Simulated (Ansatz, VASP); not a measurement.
## One calculation of Cu, two programs

```
Cu
1.0
     2.52049    0.00000    0.00000
    -1.26024    2.18280    0.00000
     0.00000    0.00000    4.11601
Cu
2
Cartesian
  0.0000 1.4552 1.0290
  1.2602 0.7276 3.0870
```

Alike in both runs: functional PBE; dispersion D3(BJ); k mesh 18 × 18 × 10; occupations gaussian, width 0.1 eV; no spin polarisation.

Ansatz relaxed the structure, and its values are those at the end. VASP's run is a single point on that final structure, the one shown.

|  | VASP | Ansatz |
| --- | --- | --- |
| version | VASP 6.6.1 | Ansatz 0.2.0 |
| potentials or method | VASP PAW PBE potentials, release 64 (Cu_sv_GW), cutoff 820 eV | scalar-relativistic, plane waves, PAW |
| valence electrons in the cell | 38 | 38 |

|  | VASP | Ansatz | Ansatz less VASP |
| --- | --- | --- | --- |
| gap on the k mesh at the Fermi level (eV) | none | none | - |
| pressure (GPa) | -1.9 | 0.0 | +1.91 |

A gap of «none» marks a metal or a gap that the smearing closes.
